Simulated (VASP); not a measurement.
A run of VASP 6.6.1:

File INCAR:

```
SYSTEM = TaN
PREC = Accurate
ENCUT = 520
EDIFF = 1E-6
ISMEAR = 0
SIGMA = 0.1
LREAL = .False.
LASPH = .True.
NELM = 80
ALGO = Normal
ISIF = 2
LWAVE = .False.
LCHARG = .False.
GGA = PS
NBANDS = 24
```

Contents of KPOINTS:

```
regular mesh
0
Gamma
  16 16 12
  0 0 0
```

The input POSCAR:

```
TaN
1.0
    2.2862977130      2.2862977130      0.0000000000
   -2.2862977130      2.2862977130      0.0000000000
    0.0000000000      0.0000000000      4.5725954259
Ta N
2 2
Direct
    0.5000000000      0.5000000000      0.0000000000
    0.0000000000      0.0000000000      0.5000000000
    0.0000000000      0.0000000000      0.0000000000
    0.5000000000      0.5000000000      0.5000000000
```

Potentials or basis: VASP PAW PBE potentials, release 64 (Ta_pv, N).

Run with:

```console
$ cat potpaw_PBE.64/Ta_pv/POTCAR potpaw_PBE.64/N/POTCAR > POTCAR
$ mpirun -np 1 vasp_std > vasp.out
```

Hardware: 1 thread of AMD EPYC 9R45 96-Core Processor (Zen 5) (shared host).

Q: How long does it take, and how much memory?

A: Run time: 2.1 min on 1 thread of AMD EPYC 9R45 96-Core Processor (Zen 5) (shared host), peak memory 0.37 GiB. Counts: scf iterations 13, k points 315.
